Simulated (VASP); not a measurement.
# InSb (P4/mmm) in VASP: a series of runs

Runs on InSb. Level: PBEsol. Tasks: single point.

Program: VASP 6.6.1. These are calculated values, not measurements. Logs are shortened: lines on timing, memory, paths and dates and some standing lists are left out, and cuts for length are marked.

**1. The cell of the first run**

Symmetry: P4/mmm, No. 123, tetragonal system. The conventional cell has a = 2.995 Å, b = 2.995 Å, c = 6.014 Å, α = 90.00°, β = 90.00°, γ = 90.00°. In (site symmetry 4/mmm) has 4 In at 3.00 Å and 2 Sb at 3.01 Å within 3.9 Å. Sb (site symmetry 4/mmm) has 4 Sb at 3.00 Å and 2 In at 3.01 Å within 3.9 Å.

**2. Single point, PBEsol (26.97 Å³/atom)**

INCAR reads:

```
ALGO = Normal
EDIFF = 1E-6
ENCUT = 500
GGA = PS
GGA_COMPAT = F
ISIF = 2
ISMEAR = 0
LASPH = T
LCHARG = F
LREAL = F
LWAVE = F
NBANDS = 16
NELM = 120
PREC = Accurate
SIGMA = 0.15
```

KPOINTS reads:

```
k-points
0
Gamma
  16 16 8
```

POSCAR reads:

```
InSb
1.0
    2.9951365823      0.0000000000      0.0000000000
    0.0000000000      2.9951365823      0.0000000000
    0.0000000000      0.0000000000      6.0139274668
In Sb
1 1
Direct
    0.0000000000      0.0000000000      0.0000000000
    0.0000000000      0.0000000000      0.5000000000
```

Potentials or basis: VASP PAW PBE potentials, release 64 (In_d, Sb).

On the command line:

```console
cat potpaw_PBE.64/In_d/POTCAR potpaw_PBE.64/Sb/POTCAR > POTCAR
mpirun -np 1 vasp_std > vasp.out
```

OUTCAR:

```text
EDIFF = 1E-6
   ENCUT = 500
   GGA = PS
   ISIF = 2
   ISMEAR = 0
   LASPH = T
   LREAL = F
   NELM = 120
   PREC = Accurate

 ion  position               nearest neighbor table
   1  0.000  0.000  0.000-   2 3.01   2 3.01
   2  0.000  0.000  0.500-   1 3.01   1 3.01

  LATTYP: Found a simple tetragonal cell.
 ALAT       =     2.9951365823
 C/A-ratio  =     2.0078975705

  Lattice vectors:

 A1 = (   2.9951365823,   0.0000000000,   0.0000000000)
 A2 = (   0.0000000000,   2.9951365823,   0.0000000000)
 A3 = (   0.0000000000,   0.0000000000,   6.0139274668)

Analysis of symmetry for initial positions (statically):
=====================================================================
 Subroutine PRICEL returns:
 Original cell was already a primitive cell.

 Routine SETGRP: Setting up the symmetry group for a
 simple tetragonal supercell.

 Subroutine GETGRP returns: Found 16 space group operations
 (whereof 16 operations were pure point group operations)
 out of a pool of 16 trial point group operations.

The static configuration has the point symmetry D_4h.

Analysis of symmetry for dynamics (positions and initial velocities):
=====================================================================
 Subroutine PRICEL returns:
 Original cell was already a primitive cell.

 Routine SETGRP: Setting up the symmetry group for a
 simple tetragonal supercell.

 Subroutine GETGRP returns: Found 16 space group operations
 (whereof 16 operations were pure point group operations)
 out of a pool of 16 trial point group operations.

The dynamic configuration has the point symmetry D_4h.

 Subroutine INISYM returns: Found 16 space group operations
 (whereof 16 operations are pure point group operations),
 and found     1 'primitive' translations

----------------------------------------------------------------------------------------

                                     Primitive cell

  volume of cell :      53.9500

  direct lattice vectors                    reciprocal lattice vectors
     2.995136582  0.000000000  0.000000000     0.333874591  0.000000000  0.000000000
     0.000000000  2.995136582  0.000000000     0.000000000  0.333874591  0.000000000
     0.000000000  0.000000000  6.013927467     0.000000000  0.000000000  0.166280689

  length of vectors
     2.995136582  2.995136582  6.013927467     0.333874591  0.333874591  0.166280689

  position of ions in fractional coordinates (direct lattice)
[... 78 lines left out ...]
   NELM   =    120;   NELMIN=  2; NELMDL= -5     # of ELM steps
   EDIFF  = 0.1E-05   stopping-criterion for ELM
   LREAL  =      F    real-space projection
   EDIFFG = 0.1E-04   stopping-criterion for IOM
   NSW    =      0    number of steps for IOM
   IBRION =     -1    ionic relax: 0-MD 1-quasi-New 2-CG
   NFREE  =      0    steps in history (QN), initial steepest desc. (CG)
   ISIF   =      2    stress and relaxation
   ISYM   =      2    0-nonsym 1-usesym 2-fastsym
   POTIM  = 0.5000    time-step for ionic-motion
   TEBEG  =    0.0;   TEEND  =   0.0 temperature during run
   PSTRESS=    0.0 pullay stress
   NELECT =      18.0000    total number of electrons
   NUPDOWN=      -1.0000    fix difference up-down
   EMIN   =  10.00;   EMAX   =-10.00  energy-range for DOS
   EFERMI =   0.00;   METHOD = LEGACY
   ISMEAR =     0;   SIGMA  =   0.15  broadening in eV -4-tet -1-fermi 0-gaus
   EFERMI_NEDOS =   21; number of points for ismear=-14 and -15
   IALGO  =     38    algorithm
   IMIX   =      4    mixing-type and parameters
     AMIX     =   0.40;   BMIX     =  1.00
     AMIX_MAG =   1.60;   BMIX_MAG =  1.00
  volume/ion in A,a.u.               =      26.97       182.04
  Fermi-wavevector in a.u.,A,eV,Ry     =   1.135451  2.145692 17.541307  1.289250
  Thomas-Fermi vector in A             =   2.272156
   LORBIT       =      0    0 simple, 1 ext, 2 COOP (PROOUT), +10 PAW based schemes
   GGA     = PS    functional components
   LHFCALC =     F    Hartree Fock is set to
   AEXX    =    0.0000 exact exchange contribution
   IVDW    =     0    specifies the selected vdW correction
   LEPSILON=     F    determine dielectric tensor
   LRPA    =     F    only Hartree local field effects (RPA)
 non-spin polarized calculation
 Gauss-broadening in eV      SIGMA  =   0.15
  energy-cutoff  :      500.00
  volume of cell :       53.95
 maximum number of plane-waves:      1402
 NGX is ok and might be reduce to    24
   NGX = 11   NGY = 11   NGZ = 21

 number of electron      18.0000014 magnetization

 Free energy of the ion-electron system (eV)
  ---------------------------------------------------
  ext. energy  EPLUGINS =         0.00000000
  ---------------------------------------------------
  free energy    TOTEN  =        -7.43641165 eV

  energy without entropy =       -7.42646846  energy(sigma->0) =       -7.43144006

 E-fermi :   7.5291     XC(G=0): -10.1846

 val. band max:        7.5277122964   @ k =   0.4375   0.2500   0.0000
 cond. band min:       7.5298974940   @ k =   0.4375   0.1875   0.2500
 fundamental gap:      0.0021851976
 Fermi energy:         7.5290685722

 k-point     1 :       0.0000    0.0000    0.0000
  band No.  band energies     occupation
      1      -7.4906      2.00000
      2      -7.2614      2.00000
      3      -6.7904      2.00000
      4      -6.7904      2.00000
      5      -6.6724      2.00000
      6      -4.6090      2.00000
[... 433 lines left out ...]
      3      -6.9510      2.00000
      4      -6.8067      2.00000
      5      -6.7467      2.00000
      6      -1.3415      2.00000
[... 8 lines left out ...]
     15      18.0638      0.00000
     16      19.4352      0.00000

 [... further k-points ...]

------------------------ aborting loop because EDIFF is reached ----------------------------------------

  FORCE on cell =-STRESS in cart. coord.  units (eV):
  Direction    XX          YY          ZZ          XY          YZ          ZX
  --------------------------------------------------------------------------------------
  -------------------------------------------------------------------------------------
  Total        0.7925792      0.7925792      0.7907613      0.0000000      0.0000000      0.0000000
  in kB       23.5375806     23.5375806     23.4835935      0.0000000      0.0000000      0.0000000
  external PRESSURE =      23.5195849 kB  Pullay stress =       0.0000000 kB

 VOLUME and BASIS-vectors are now :
 -----------------------------------------------------------------------------
  energy-cutoff  :      500.00
  volume of cell :       53.95
      direct lattice vectors                 reciprocal lattice vectors
     2.995136582  0.000000000  0.000000000     0.333874591  0.000000000  0.000000000
     0.000000000  2.995136582  0.000000000     0.000000000  0.333874591  0.000000000
     0.000000000  0.000000000  6.013927467     0.000000000  0.000000000  0.166280689

 POSITION                                       TOTAL-FORCE (eV/Angst)
 -----------------------------------------------------------------------------------
      0.00000      0.00000      0.00000         0.000000      0.000000      0.000000
      0.00000      0.00000      3.00696         0.000000      0.000000      0.000000
 -----------------------------------------------------------------------------------
    total drift:                                0.000000      0.000000     -0.000000

  FREE ENERGIE OF THE ION-ELECTRON SYSTEM (eV)
  ---------------------------------------------------
  free  energy   TOTEN  =        -7.4364116533 eV

  energy  without entropy=       -7.4264684594  energy(sigma->0) =       -7.43144006
```

OSZICAR:

```text
N       E                     dE             d eps       ncg     rms          rms(c)
DAV:   1     0.107134306723E+03    0.10713E+03   -0.78437E+03  7232   0.116E+03
DAV:   2    -0.115989263170E+01   -0.10829E+03   -0.10483E+03  8352   0.288E+02
DAV:   3    -0.731178867238E+01   -0.61519E+01   -0.61181E+01  9024   0.683E+01
DAV:   4    -0.747462406589E+01   -0.16284E+00   -0.16279E+00  9488   0.119E+01
DAV:   5    -0.748125011801E+01   -0.66261E-02   -0.66260E-02 10280   0.196E+00    0.348E+00
DAV:   6    -0.744442368890E+01    0.36826E-01   -0.63766E-02  9520   0.448E+00    0.186E+00
DAV:   7    -0.743680696277E+01    0.76167E-02   -0.22904E-02  9360   0.227E+00    0.369E-01
DAV:   8    -0.743640369980E+01    0.40326E-03   -0.18612E-03  9568   0.602E-01    0.801E-02
DAV:   9    -0.743640851946E+01   -0.48197E-05   -0.10178E-04 10256   0.103E-01    0.255E-02
DAV:  10    -0.743641173564E+01   -0.32162E-05   -0.71683E-06  9480   0.230E-02    0.455E-03
DAV:  11    -0.743641165330E+01    0.82344E-07   -0.49554E-07  6320   0.792E-03
   1 F= -.74364117E+01 E0= -.74314401E+01  d E =-.994319E-02
```

It took 3.4 min on 1 thread of Intel Xeon 8259CL, shared host; peak memory 0.32 GiB.

Results:

```yaml
Free_energy: -7.4364 eV
Pressure: 2.4 GPa
Band_gap_on_the_k_mesh: zero (bands 9 and 10 overlap by 6.33 eV)
```

Levels at points of the mesh, in eV from the Fermi level:
| k point | band 7 | band 8 | band 9 | band 10 | band 11 | band 12 |
| --- | --- | --- | --- | --- | --- | --- |
| (0.00, 0.00, 0.00) | -7.10 | -5.08 | 4.50 | 4.50 | 5.55 | 7.98 |
| (0.50, 0.00, 0.00) | -5.53 | -3.20 | -2.53 | -1.80 | 2.78 | 6.97 |
| (0.50, 0.50, 0.00) | -3.16 | -3.16 | -0.09 | 1.00 | 1.00 | 1.22 |
| (0.00, 0.00, 0.50) | -8.63 | -0.90 | 0.12 | 4.72 | 4.72 | 8.03 |
| (0.50, 0.00, 0.50) | -5.21 | -5.02 | -2.74 | 2.02 | 3.25 | 5.79 |
| (0.50, 0.50, 0.50) | -2.91 | -2.91 | -1.49 | 0.19 | 0.19 | 2.82 |

Caveat: the PAW data sets were made with another functional, which shifts forces and pressure a little; spin-orbit coupling is left out, which moves the levels of the heavy elements.

**3. Single point, PBEsol (26.97 Å³/atom)**

INCAR reads:

```
ALGO = Normal ; EDIFF = 1E-6
ENCUT = 500 ; GGA = PS
GGA_COMPAT = F ; ISIF = 2
ISMEAR = 0 ; LASPH = T
LCHARG = F ; LREAL = F
LWAVE = F ; NBANDS = 16
NELM = 120 ; PREC = Accurate
SIGMA = 0.15
```

KPOINTS is that of step 2.

POSCAR reads:

```
InSb
1.0
    2.9056429117      0.0000000000      0.0000000000
    0.0000000000      2.9056429117      0.0000000000
    0.0000000000      0.0000000000      6.3900898915
In Sb
1 1
Direct
    0.0000000000      0.0000000000      0.0000000000
    0.0000000000      0.0000000000      0.5000000000
```

Potentials or basis: VASP PAW PBE potentials, release 64 (In_d, Sb).

On the command line:

```console
cat potpaw_PBE.64/In_d/POTCAR potpaw_PBE.64/Sb/POTCAR > POTCAR
mpirun -np 1 vasp_std > vasp.out
```

It took 3.3 min on 1 thread of Intel Xeon 8259CL, shared host; peak memory 0.32 GiB.

Results (log left out):

```yaml
Free_energy: -7.3232 eV
Pressure: 3.5 GPa
Band_gap_on_the_k_mesh: zero (bands 9 and 10 overlap by 6.07 eV)
```

Stress tensor (GPa, compression positive):
```
 7.16  0.00  0.00
 0.00  7.16  0.00
 0.00  0.00 -3.74
```

Levels at points of the mesh, in eV from the Fermi level:
```csv
k point,band 5,band 6,band 7,band 8,band 9,band 10,band 11,band 12,band 13,band 14
"(0.00, 0.00, 0.00)",-14.21,-12.43,-7.76,-5.11,3.74,5.25,5.25,7.42,8.51,9.93
"(0.50, 0.00, 0.00)",-14.28,-9.00,-5.75,-3.37,-2.31,-2.17,2.66,6.96,8.14,10.58
"(0.50, 0.50, 0.00)",-13.92,-5.23,-3.14,-3.14,0.67,0.83,0.83,1.56,2.65,6.10
"(0.00, 0.00, 0.50)",-14.21,-12.33,-8.75,-1.96,-0.74,5.38,5.38,8.52,9.33,9.33
"(0.50, 0.00, 0.50)",-14.27,-8.98,-5.57,-4.62,-2.89,1.24,2.74,5.03,5.99,8.26
"(0.50, 0.50, 0.50)",-13.92,-5.24,-3.00,-3.00,-0.56,0.35,0.35,2.83,4.83,5.06
```

Caveat: the cell stands under pressure; the PAW data sets were made with another functional, which shifts forces and pressure a little; spin-orbit coupling is left out, which moves the levels of the heavy elements.

**4. Single point, PBEsol (26.98 Å³/atom)**

INCAR reads:

```
ALGO = Normal
EDIFF = 1E-6
ENCUT = 500
GGA = PS
GGA_COMPAT = False
ISIF = 2
ISMEAR = 0
LASPH = True
LCHARG = True
LELF = True
LREAL = False
LVHAR = True
LWAVE = False
NBANDS = 16
NELM = 120
PREC = Accurate
SIGMA = 0.15
```

KPOINTS is that of step 3.

POSCAR reads:

```
InSb
1.0
    3.0873507377      0.0000000000      0.0000000000
    0.0000000000      3.0873507377      0.0000000000
    0.0000000000      0.0000000000      5.6600401073
In Sb
1 1
Direct
    0.0000000000      0.0000000000      0.0000000000
    0.0000000000      0.0000000000      0.5000000000
```

On the command line:

```console
cat potpaw_PBE.64/In_d/POTCAR potpaw_PBE.64/Sb/POTCAR > POTCAR
mpirun -np 1 vasp_std > vasp.out
```

Wall time 2.8 min (1 thread of Intel Xeon 8259CL, shared host); peak memory 0.31 GiB.

Results (log left out):

| Property | Result |
| --- | --- |
| Free energy | -7.3065 eV |
| Pressure | 3.1 GPa |
| Band gap on the k mesh | zero (bands 9 and 10 overlap by 5.56 eV) |

Stress tensor (GPa, compression positive):
```
-1.28  0.00  0.00
 0.00 -1.28  0.00
 0.00  0.00 11.72
```

Levels at points of the mesh, in eV from the Fermi level:
```tsv
k point	band 5	band 6	band 7	band 8	band 9	band 10	band 11	band 12	band 13	band 14
(0.00, 0.00, 0.00)	-14.29	-12.01	-6.39	-5.12	3.64	3.64	7.38	7.50	8.23	9.00
(0.50, 0.00, 0.00)	-14.38	-9.38	-5.45	-2.96	-2.94	-1.26	2.94	5.74	10.17	10.52
(0.50, 0.50, 0.00)	-14.10	-6.62	-3.32	-3.32	-0.91	0.99	1.23	1.23	2.33	5.76
(0.00, 0.00, 0.50)	-14.29	-11.81	-8.65	0.26	1.10	4.02	4.02	7.49	7.59	7.59
(0.50, 0.00, 0.50)	-14.39	-9.32	-5.51	-4.95	-2.67	2.91	3.88	6.10	6.67	7.44
(0.50, 0.50, 0.50)	-14.10	-6.64	-2.89	-2.89	-2.46	-0.04	-0.04	2.77	4.34	6.10
```

Caveat: the cell stands under pressure; the PAW data sets were made with another functional, which shifts forces and pressure a little; spin-orbit coupling is left out, which moves the levels of the heavy elements.

**5. Overview**

| cell | gap on the mesh (eV) | pressure (GPa) |
| --- | --- | --- |
| a = 2.995, b = 2.995, c = 6.014 Å, 2 atoms | none | 2.4 |
| a = 2.906, b = 2.906, c = 6.390 Å, 2 atoms | none | 3.5 |
| a = 3.087, b = 3.087, c = 5.660 Å, 2 atoms | none | 3.1 |

Alike in all rows: task single point; level PBEsol; potentials or basis VASP PAW PBE potentials, release 64 (In_d, Sb); no spin polarisation; k mesh 16 × 16 × 8; cutoff (eV) 500; smearing gaussian 0.15 eV.

Caveats: the PAW data sets were made with another functional, which shifts forces and pressure a little; spin-orbit coupling is left out, which moves the levels of the heavy elements; the cell stands under pressure (at least some runs).

Absolute energies hang on the potentials; compare differences alone.
